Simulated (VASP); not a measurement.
# Mg (R-3m) in VASP: single point with PBEsol

Aim: the single point of Mg with PBEsol.

All numbers are computed with VASP 6.6.1; they aren't measurements. Logs are shortened: lines on timing, memory, paths and dates and some standing lists are left out, and cuts for length are marked.

### Step 1. The cell of the first run

Symmetry: R-3m, No. 166, trigonal system. The conventional cell has a = 3.184 Å, b = 3.184 Å, c = 8.732 Å, α = 90.00°, β = 90.00°, γ = 120.00°. Within 4.2 Å of Mg (site symmetry -3m) lie 12 Mg at 3.18 to 3.44 Å.

### Step 2. Single point, PBEsol (strained)

The input, INCAR:

```
ALGO = Normal ; EDIFF = 1E-7
ENCUT = 520 ; GGA = PS
ISIF = 2 ; ISMEAR = 0
ISYM = 0 ; LASPH = True
LCHARG = False ; LREAL = False
LWAVE = False ; NBANDS = 7
NELM = 100 ; PREC = Accurate
SIGMA = 0.1
```

The input, KPOINTS:

```
k-points
0
Gamma
  14 15 15
```

The input, POSCAR:

```
Mg
1.0
   -0.1795404800      2.4309780992      2.4309780992
    2.2514376192      0.0000000000      2.2514376192
    2.2514376192      2.2514376192      0.0000000000
Mg
1
Direct
    0.0000000000      0.0000000000      0.0000000000
```

Potentials or basis: VASP PAW PBE potentials, release 64 (Mg).

Command:

```console
cat potpaw_PBE.64/Mg/POTCAR > POTCAR
mpirun -np 1 vasp_std > vasp.out
```

OUTCAR:

```text
EDIFF = 1E-7
   ENCUT = 520
   GGA = PS
   ISIF = 2
   ISMEAR = 0
   ISYM = 0
   LASPH = True
   LREAL = False
   NELM = 100
   PREC = Accurate

 ion  position               nearest neighbor table
   1  0.000  0.000  0.000-

IMPORTANT INFORMATION: All symmetrisations will be switched off!
NOSYMM: (Re-)initialisation of all symmetry stuff for point group C_1.

----------------------------------------------------------------------------------------

                                     Primitive cell

  volume of cell :      25.5552

  direct lattice vectors                    reciprocal lattice vectors
    -0.179540480  2.430978099  2.430978099    -0.198353795  0.198353795  0.198353795
     2.251437619  0.000000000  2.251437619     0.214171482 -0.214171482  0.229989169
     2.251437619  2.251437619  0.000000000     0.214171482  0.229989169 -0.214171482

  length of vectors
     3.442607126  3.184013616  3.184013616     0.343558851  0.380307593  0.380307593

  position of ions in fractional coordinates (direct lattice)
     0.000000000  0.000000000  0.000000000

  ion indices of the primitive-cell ions
   primitive index   ion index
                 1           1

----------------------------------------------------------------------------------------

 KPOINTS: k-points

Automatic generation of k-mesh.
 Grid dimensions read from file:
 generate k-points for:   14   15   15

 Generating k-lattice:

  Cartesian coordinates                     Fractional coordinates (reciprocal lattice)
    -0.014168128  0.014168128  0.014168128     0.071428571  0.000000000  0.000000000
     0.014278099 -0.014278099  0.015332611     0.000000000  0.066666667  0.000000000
     0.014278099  0.015332611 -0.014278099     0.000000000  0.000000000  0.066666667

  Length of vectors
     0.024539918  0.025353840  0.025353840

  Shift w.r.t. Gamma in fractional coordinates (k-lattice)
     0.000000000  0.000000000  0.000000000

 -----------------------------------------------------------------------------
|                                                                             |
|           W    W    AA    RRRRR   N    N  II  N    N   GGGG   !!!           |
|           W    W   A  A   R    R  NN   N  II  NN   N  G    G  !!!           |
|           W    W  A    A  R    R  N N  N  II  N N  N  G       !!!           |
|           W WW W  AAAAAA  RRRRR   N  N N  II  N  N N  G  GGG   !            |
|           WW  WW  A    A  R   R   N   NN  II  N   NN  G    G                |
|           W    W  A    A  R    R  N    N  II  N    N   GGGG   !!!           |
|                                                                             |
|     Your reciprocal lattice and k-lattice belong to different lattice       |
|     classes:                                                                |
|                                                                             |
|        The reciprocal lattice is rhombohedral (trigonal),                   |
|        whereas your k-lattice is base-centered monoclinic.                  |
|                                                                             |
|     Results are often still useful ...                                      |
|                                                                             |
 -----------------------------------------------------------------------------

 WARNING: IBZKPT: internal override: KBLOWUP is changed to .FALSE.
      ... skipping the blow-up phase ...

 Subroutine IBZKPT returns following result:
 ===========================================

 Found   1576 irreducible k-points:

 Following reciprocal coordinates:
            Coordinates               Weight
  0.000000  0.000000  0.000000      1.000000
  0.071429  0.000000  0.000000      2.000000
  0.142857  0.000000  0.000000      2.000000
  0.214286  0.000000  0.000000      2.000000
  0.285714  0.000000  0.000000      2.000000
  0.357143  0.000000  0.000000      2.000000
[... 16 lines left out ...]
  0.000000  0.133333  0.000000      2.000000
  0.071429  0.133333  0.000000      2.000000
 [... further k-points ...]
   k-points           NKPTS =   1576   k-points in BZ     NKDIM =   1576   number of bands    NBANDS=      7
   number of dos      NEDOS =    301   number of ions     NIONS =      1
   total plane-waves  NPLWV =  16128
   dimension x,y,z NGX =    28 NGY =   24 NGZ =   24
   dimension x,y,z NGXF=    56 NGYF=   48 NGZF=   48
   ions per type =               1
   NGX,Y,Z   is equivalent  to a cutoff of  13.52, 12.53, 12.53 a.u.
   NGXF,Y,Z  is equivalent  to a cutoff of  27.04, 25.06, 25.06 a.u.
 SYSTEM =  unknown system
   PREC   = accura    normal or accurate (medium, high low for compatibility)
   ISTART =      0    job   : 0-new  1-cont  2-samecut
   ICHARG =      2    charge: 1-file 2-atom 10-const
   ISPIN  =      1    spin polarized calculation?
   LNONCOLLINEAR =      F non collinear calculations
   LSORBIT =      F    spin-orbit coupling
   LASPH  =      T    aspherical Exc in radial PAW
   ENCUT  =  520.0 eV  38.22 Ry    6.18 a.u.   6.40  5.92  5.92*2*pi/ulx,y,z
   NELM   =    100;   NELMIN=  2; NELMDL= -5     # of ELM steps
   EDIFF  = 0.1E-06   stopping-criterion for ELM
   LREAL  =      F    real-space projection
   EDIFFG = 0.1E-05   stopping-criterion for IOM
   NSW    =      0    number of steps for IOM
   IBRION =     -1    ionic relax: 0-MD 1-quasi-New 2-CG
   NFREE  =      0    steps in history (QN), initial steepest desc. (CG)
   ISIF   =      2    stress and relaxation
   ISYM   =      0    0-nonsym 1-usesym 2-fastsym
   POTIM  = 0.5000    time-step for ionic-motion
   TEBEG  =    0.0;   TEEND  =   0.0 temperature during run
   PSTRESS=    0.0 pullay stress
   NELECT =       2.0000    total number of electrons
   NUPDOWN=      -1.0000    fix difference up-down
   EMIN   =  10.00;   EMAX   =-10.00  energy-range for DOS
   EFERMI =   0.00;   METHOD = LEGACY
   ISMEAR =     0;   SIGMA  =   0.10  broadening in eV -4-tet -1-fermi 0-gaus
   EFERMI_NEDOS =   21; number of points for ismear=-14 and -15
   IALGO  =     38    algorithm
   IMIX   =      4    mixing-type and parameters
     AMIX     =   0.40;   BMIX     =  1.00
     AMIX_MAG =   1.60;   BMIX_MAG =  1.00
  volume/ion in A,a.u.               =      25.56       172.46
  Fermi-wavevector in a.u.,A,eV,Ry     =   0.700258  1.323297  6.671780  0.490362
  Thomas-Fermi vector in A             =   1.784363
   LORBIT       =      0    0 simple, 1 ext, 2 COOP (PROOUT), +10 PAW based schemes
   GGA     = PS    functional components
   LHFCALC =     F    Hartree Fock is set to
   AEXX    =    0.0000 exact exchange contribution
   IVDW    =     0    specifies the selected vdW correction
   LEPSILON=     F    determine dielectric tensor
   LRPA    =     F    only Hartree local field effects (RPA)
 non-spin polarized calculation
 Gauss-broadening in eV      SIGMA  =   0.10
  energy-cutoff  :      520.00
  volume of cell :       25.56
 maximum number of plane-waves:       702
 NGX is ok and might be reduce to    28
   NGX = 13   NGY = 11   NGZ = 11

 number of electron       2.0000000 magnetization

 Free energy of the ion-electron system (eV)
  ---------------------------------------------------
  ext. energy  EPLUGINS =         0.00000000
  ---------------------------------------------------
  free energy    TOTEN  =        -1.65423164 eV

  energy without entropy =       -1.65163775  energy(sigma->0) =       -1.65293469

 E-fermi :   2.0199     XC(G=0):  -8.1995

 val. band max:        2.0156557798   @ k =  -0.0714  -0.4000   0.2667
 cond. band min:       2.0450079312   @ k =  -0.3571  -0.2667   0.3333
 fundamental gap:      0.0293521514
 Fermi energy:         2.0199224528

 k-point     1 :       0.0000    0.0000    0.0000
  band No.  band energies     occupation
      1      -4.4251      2.00000
      2      11.8317      0.00000
      3      12.4479      0.00000
      4      14.6775      0.00000
      5      14.6775      0.00000
      6      16.2456      0.00000
      7      16.2456      0.00000

 k-point     2 :       0.0714    0.0000    0.0000
  band No.  band energies     occupation
      1      -4.3345      2.00000
      2      10.0027      0.00000
      3      14.2280      0.00000
      4      14.4778      0.00000
      5      14.4779      0.00000
      6      16.5699      0.00000
      7      16.5699      0.00000

 k-point     3 :       0.1429    0.0000    0.0000
  band No.  band energies     occupation
      1      -4.0631      2.00000
      2       7.9860      0.00000
      3      14.1338      0.00000
      4      14.1338      0.00000
      5      15.5465      0.00000
      6      17.1305      0.00000
      7      17.1305      0.00000

 k-point     4 :       0.2143    0.0000    0.0000
  band No.  band energies     occupation
      1      -3.6124      2.00000
      2       6.0860      0.00000
      3      13.8525      0.00000
      4      13.8525      0.00000
      5      15.7408      0.00000
      6      16.7338      0.00000
      7      16.7338      0.00000

 k-point     5 :       0.2857    0.0000    0.0000
  band No.  band energies     occupation
      1      -2.9846      2.00000
      2       4.3234      0.00000
      3      13.6867      0.00000
      4      13.6867      0.00000
      5      15.7208      0.00000
      6      15.9540      0.00000
      7      15.9540      0.00000
[... 161 lines left out ...]
 k-point    22 :      -0.0714    0.0667    0.0000
  band No.  band energies     occupation
      1      -4.1813      2.00000
      2       9.4262      0.00000
      3      12.6540      0.00000
      4      14.8706      0.00000
      5      15.0306      0.00000
      6      16.4395      0.00000
      7      16.7150      0.00000

 k-point    23 :       0.0000    0.1333    0.0000
  band No.  band energies     occupation
      1      -4.0380      2.00000
      2      10.6007      0.00000
      3      11.4270      0.00000
      4      13.7835      0.00000
      5      13.8348      0.00000
      6      16.0201      0.00000
      7      17.2450      0.00000

 k-point    24 :       0.0714    0.1333    0.0000
  band No.  band energies     occupation
      1      -4.0600      2.00000
      2      11.2154      0.00000
      3      11.8910      0.00000
      4      13.1196      0.00000
      5      13.1333      0.00000
      6      15.5573      0.00000
      7      16.2617      0.00000

 [... further k-points ...]
[... 5 lines left out ...]
  --------------------------------------------------------------------------------------
  -------------------------------------------------------------------------------------
  Total       -0.4689316     -0.4889999     -0.4889999      0.1742706     -0.2049375      0.1742707
  in kB      -29.3995524    -30.6577341    -30.6577346     10.9258568    -12.8485054     10.9258590
  external PRESSURE =     -30.2383404 kB  Pullay stress =       0.0000000 kB

 VOLUME and BASIS-vectors are now :
 -----------------------------------------------------------------------------
  energy-cutoff  :      520.00
  volume of cell :       25.56
      direct lattice vectors                 reciprocal lattice vectors
    -0.179540480  2.430978099  2.430978099    -0.198353795  0.198353795  0.198353795
     2.251437619  0.000000000  2.251437619     0.214171482 -0.214171482  0.229989169
     2.251437619  2.251437619  0.000000000     0.214171482  0.229989169 -0.214171482

 POSITION                                       TOTAL-FORCE (eV/Angst)
 -----------------------------------------------------------------------------------
      0.00000      0.00000      0.00000        -0.000000      0.000000     -0.000000
 -----------------------------------------------------------------------------------
    total drift:                               -0.000000      0.000000     -0.000000

  FREE ENERGIE OF THE ION-ELECTRON SYSTEM (eV)
  ---------------------------------------------------
  free  energy   TOTEN  =        -1.6542316376 eV

  energy  without entropy=       -1.6516377488  energy(sigma->0) =       -1.65293469
```

Wall time 1.9 min (1 thread of Intel Xeon Platinum 8259CL at 2.50GHz (Skylake/Cascade Lake), shared host); peak memory 0.39 GiB.

What came out:

| Quantity | Value |
| --- | --- |
| Free energy | -1.6542 eV |
| Pressure | -3.0 GPa |
| Band gap on the k mesh | zero (band 1 reaches 3.31 eV, above the bottom of band 2 at 0.08 eV) |

Caveat: the cell differs from its parent crystal (strained); the PAW data sets were made with another functional, which shifts forces and pressure a little.
